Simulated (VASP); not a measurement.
Ga3Se:

```
CELL_PARAMETERS angstrom
4.46182 0.00000 0.00000
0.00000 4.46182 0.00000
0.00000 0.00000 4.46182
ATOMIC_POSITIONS crystal
Se 0.00000 0.00000 0.00000
Ga 0.50000 0.50000 0.00000
Ga 0.50000 0.00000 0.50000
Ga 0.00000 0.50000 0.50000
```

Base run:

- Program: VASP 6.6.1
- Functional: PBE
- Potentials or basis: VASP PAW PBE potentials, release 64 (Se, Ga_d)
- Cutoff: 520 eV
- k mesh: 6 × 6 × 6
- Occupations: fermi-dirac, width 0.05 eV
- Spin: no spin polarisation

Its results: pressure -1.2 GPa.

Question: The run is repeated on the same cell with these changes: functional from PBE to PBEsol. What comes out?

Answer: Pressure -4.2 GPa.

PBEsol binds more tightly than PBE, so the same cell stands under less pressure.

Caveats: the PAW data sets were made with another functional, which shifts forces and pressure a little (some runs).
